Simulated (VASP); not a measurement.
# Ru (P6_3/mmc) in VASP: notebook, part 2 of 2

VASP 6.6.1. The steps go on from the part before.

## 4. Single point, PBEsol (volume scaled by 0.88)

INCAR reads:

```
PREC     = Accurate       # precision mode
ENCUT    = 520            # plane-wave cutoff, eV
EDIFF    = 1E-7           # SCF threshold, eV
ISMEAR   = -1             # smearing method
SIGMA    = 0.1            # smearing width, eV
LREAL    = False          # projectors in reciprocal space
LASPH    = True           # aspherical terms in the spheres
NELM     = 80             # most SCF steps
ALGO     = Normal         # electronic algorithm
ISIF     = 2              # what is computed and relaxed
LWAVE    = False          # write WAVECAR
LCHARG   = False          # write CHGCAR
GGA      = PS             # functional
NBANDS   = 21             # bands
```

KPOINTS reads:

```
regular mesh
0
Gamma
  22 22 12
```

POSCAR reads:

```
Ru
1.0
    2.5809216732      0.0000000000      0.0000000000
   -1.2904608366      2.2351437342      0.0000000000
    0.0000000000      0.0000000000      4.0662507643
Ru
2
Direct
    0.3333333333      0.6666666667      0.2500000000
    0.6666666667      0.3333333333      0.7500000000
```

Potentials or basis: VASP PAW PBE potentials, release 64 (Ru_pv).

On the command line:

```bash
> cat potpaw_PBE.64/Ru_pv/POTCAR > POTCAR
> mpirun -np 1 vasp_std > vasp.out
```

OUTCAR:

```text
PREC = Accurate
   ENCUT = 520
   EDIFF = 1E-7
   ISMEAR = -1
   LREAL = False
   LASPH = True
   NELM = 80
   ISIF = 2
   GGA = PS

 ion  position               nearest neighbor table
   1  0.333  0.667  0.250-   2 2.52   2 2.52   2 2.52   2 2.52   2 2.52   2 2.52
   2  0.667  0.333  0.750-   1 2.52   1 2.52   1 2.52   1 2.52   1 2.52   1 2.52

  LATTYP: Found a hexagonal cell.
 ALAT       =     2.5809216732
 C/A-ratio  =     1.5755033586

  Lattice vectors:

 A1 = (   2.5809216732,   0.0000000000,   0.0000000000)
 A2 = (  -1.2904608366,   2.2351437342,   0.0000000000)
 A3 = (   0.0000000000,   0.0000000000,   4.0662507643)

Analysis of symmetry for initial positions (statically):
=====================================================================
 Subroutine PRICEL returns:
 Original cell was already a primitive cell.

 Routine SETGRP: Setting up the symmetry group for a
 hexagonal supercell.

 Subroutine GETGRP returns: Found 24 space group operations
 (whereof 12 operations were pure point group operations)
 out of a pool of 24 trial point group operations.

The static configuration has the point symmetry D_3d.
 The point group associated with its full space group is D_6h.

Analysis of symmetry for dynamics (positions and initial velocities):
=====================================================================
 Subroutine PRICEL returns:
 Original cell was already a primitive cell.

 Routine SETGRP: Setting up the symmetry group for a
 hexagonal supercell.

 Subroutine GETGRP returns: Found 24 space group operations
 (whereof 12 operations were pure point group operations)
 out of a pool of 24 trial point group operations.

The dynamic configuration has the point symmetry D_3d.
 The point group associated with its full space group is D_6h.

 Subroutine INISYM returns: Found 24 space group operations
 (whereof 12 operations are pure point group operations),
[... 104 lines left out ...]
   POTIM  = 0.5000    time-step for ionic-motion
   TEBEG  =    0.0;   TEEND  =   0.0 temperature during run
   PSTRESS=    0.0 pullay stress
   NELECT =      28.0000    total number of electrons
   NUPDOWN=      -1.0000    fix difference up-down
   EMIN   =  10.00;   EMAX   =-10.00  energy-range for DOS
   EFERMI =   0.00;   METHOD = LEGACY
   ISMEAR =    -1;   SIGMA  =   0.10  broadening in eV -4-tet -1-fermi 0-gaus
   EFERMI_NEDOS =   21; number of points for ismear=-14 and -15
   IALGO  =     38    algorithm
   IMIX   =      4    mixing-type and parameters
     AMIX     =   0.40;   BMIX     =  1.00
     AMIX_MAG =   1.60;   BMIX_MAG =  1.00
  volume/ion in A,a.u.               =      11.73        79.15
  Fermi-wavevector in a.u.,A,eV,Ry     =   1.736612  3.281720 41.032720  3.015820
  Thomas-Fermi vector in A             =   2.809993
   LORBIT       =      0    0 simple, 1 ext, 2 COOP (PROOUT), +10 PAW based schemes
   GGA     = PS    functional components
   LHFCALC =     F    Hartree Fock is set to
   AEXX    =    0.0000 exact exchange contribution
   IVDW    =     0    specifies the selected vdW correction
   LEPSILON=     F    determine dielectric tensor
   LRPA    =     F    only Hartree local field effects (RPA)
 non-spin polarized calculation
  energy-cutoff  :      520.00
  volume of cell :       23.46
 maximum number of plane-waves:       648
 NGX is ok and might be reduce to    20
   NGX =  9   NGY =  9   NGZ = 15

 number of electron      28.0000012 magnetization

 Free energy of the ion-electron system (eV)
  ---------------------------------------------------
  ext. energy  EPLUGINS =         0.00000000
  ---------------------------------------------------
  free energy    TOTEN  =       -19.83449700 eV

  energy without entropy =      -19.79395366  energy(sigma->0) =      -19.81422533

 E-fermi :  15.5835     XC(G=0): -15.2051

 val. band max:       15.5751327135   @ k =   0.1818   0.1364   0.1667
 cond. band min:      15.5866433846   @ k =   0.2727   0.2273   0.2500
 fundamental gap:      0.0115106711
 Fermi energy:        15.5835395839

 k-point     1 :       0.0000    0.0000    0.0000
  band No.  band energies     occupation
      1     -28.7224      2.00000
      2     -27.2158      2.00000
      3     -27.2158      2.00000
      4     -26.9433      2.00000
      5     -26.9433      2.00000
      6     -26.8658      2.00000
[... 565 lines left out ...]
     20      25.7069      0.00000
     21      27.5283      0.00000

 [... further k-points ...]
[... 5 lines left out ...]
  --------------------------------------------------------------------------------------
  -------------------------------------------------------------------------------------
  Total        8.5766396      8.5766396      9.3542147     -0.0000000     -0.0000000      0.0000000
  in kB      585.8053082    585.8053082    638.9155801     -0.0000000     -0.0000000      0.0000000
  external PRESSURE =     603.5087322 kB  Pullay stress =       0.0000000 kB

 VOLUME and BASIS-vectors are now :
 -----------------------------------------------------------------------------
  energy-cutoff  :      520.00
  volume of cell :       23.46
      direct lattice vectors                 reciprocal lattice vectors
     2.580921673  0.000000000  0.000000000     0.387458484  0.223699260  0.000000000
    -1.290460837  2.235143734  0.000000000     0.000000000  0.447398521  0.000000000
     0.000000000  0.000000000  4.066250764     0.000000000  0.000000000  0.245926791

 POSITION                                       TOTAL-FORCE (eV/Angst)
 -----------------------------------------------------------------------------------
     -0.00000      1.49010      1.01656        -0.000000      0.000000      0.000000
      1.29046      0.74505      3.04969         0.000000      0.000000      0.000000
 -----------------------------------------------------------------------------------
    total drift:                                0.000000     -0.000000      0.000000

  FREE ENERGIE OF THE ION-ELECTRON SYSTEM (eV)
  ---------------------------------------------------
  free  energy   TOTEN  =       -19.8344969993 eV

  energy  without entropy=      -19.7939536610  energy(sigma->0) =      -19.81422533
```

It took 54 s on 1 thread of Intel Xeon 6975P-C (Granite Rapids), shared host; peak memory 0.25 GiB.

What came out:

* Free energy: -19.8345 eV
* Pressure: 60.4 GPa
* Band gap on the k mesh: zero (band 14 reaches 17.60 eV, above the bottom of band 15 at 13.56 eV)

Stress tensor (GPa, compression positive):
```
58.58  0.00  0.00
 0.00 58.58  0.00
 0.00  0.00 63.89
```

Levels at points of the mesh, in eV from the Fermi level:
```csv
k point,band 12,band 13,band 14,band 15,band 16,band 17
"(0.00, 0.00, 0.00)",-2.40,-2.40,-1.79,-1.79,1.45,1.45
"(0.50, 0.00, 0.00)",-2.08,-1.83,1.79,2.34,2.48,4.94
"(0.00, 0.00, 0.50)",-3.49,-3.19,-3.19,0.70,0.70,0.70
"(0.50, 0.00, 0.50)",-1.37,0.55,0.55,2.12,2.12,4.02
```

Caveat: the PAW data sets were made with another functional, which shifts forces and pressure a little.

## 5. Single point, PBEsol (volume scaled by 0.92)

INCAR reads:

```
PREC = Accurate
ENCUT = 520
EDIFF = 1E-6
ISMEAR = -1
SIGMA = 0.1
LREAL = False
LASPH = True
NELM = 60
ALGO = Normal
ISIF = 2
LWAVE = False
LCHARG = False
GGA = PS
NBANDS = 21
```

KPOINTS reads:

```
Automatic mesh
0
Gamma
  22 22 12
```

POSCAR reads:

```
Ru
1.0
    2.6194485722      0.0000000000      0.0000000000
   -1.3097242861      2.2685090075      0.0000000000
    0.0000000000      0.0000000000      4.1269500231
Ru
2
Direct
    0.3333333333      0.6666666667      0.2500000000
    0.6666666667      0.3333333333      0.7500000000
```

On the command line:

```bash
> cat potpaw_PBE.64/Ru_pv/POTCAR > POTCAR
> mpirun -np 1 vasp_std > vasp.out
```

Wall time 50 s (1 thread of Intel Xeon 6975P-C (Granite Rapids), shared host); peak memory 0.25 GiB.

The run converged. Its results:

```yaml
Free_energy: -20.1508 eV
Pressure: 35.4 GPa
Band_gap_on_the_k_mesh: zero (band 14 reaches 16.55 eV, above the bottom of band 15 at 12.78 eV)
```

Stress tensor (GPa, compression positive):
```
34.24  0.00  0.00
 0.00 34.24  0.00
 0.00  0.00 37.72
```

Levels at points of the mesh, in eV from the Fermi level:
| k point | band 12 | band 13 | band 14 | band 15 | band 16 | band 17 |
| --- | --- | --- | --- | --- | --- | --- |
| (0.00, 0.00, 0.00) | -2.24 | -2.24 | -1.67 | -1.67 | 1.37 | 1.37 |
| (0.50, 0.00, 0.00) | -2.02 | -1.73 | 1.67 | 2.17 | 2.30 | 4.64 |
| (0.00, 0.00, 0.50) | -3.26 | -3.05 | -3.05 | 0.65 | 0.65 | 0.65 |
| (0.50, 0.00, 0.50) | -1.28 | 0.50 | 0.50 | 1.97 | 1.97 | 3.79 |

Caveat: the PAW data sets were made with another functional, which shifts forces and pressure a little.

## 6. Overview

```tsv
task	cell	k mesh	cutoff (eV)	gap on the mesh (eV)	pressure (GPa)
single point	a = 2.693, b = 2.693, c = 4.243 Å, angles 90.0, 90.0, 120.0°, 2 atoms	13 × 13 × 8	520	none	0.0
relaxation of cell and atoms	relaxed from a = 2.704, b = 2.704, c = 4.282 Å, angles 90.0, 90.0, 120.0°, 2 atoms	13 × 13 × 8	600	none	0.0
single point	a = 2.581, b = 2.581, c = 4.066 Å, angles 90.0, 90.0, 120.0°, 2 atoms	22 × 22 × 12	520	none	60.4
single point	a = 2.619, b = 2.619, c = 4.127 Å, angles 90.0, 90.0, 120.0°, 2 atoms	22 × 22 × 12	520	none	35.4
```

Alike in all rows: level PBEsol; potentials or basis VASP PAW PBE potentials, release 64 (Ru_pv); no spin polarisation; smearing fermi-dirac 0.1 eV.

Caveats: the PAW data sets were made with another functional, which shifts forces and pressure a little.

Absolute energies hang on the potentials; compare differences alone.
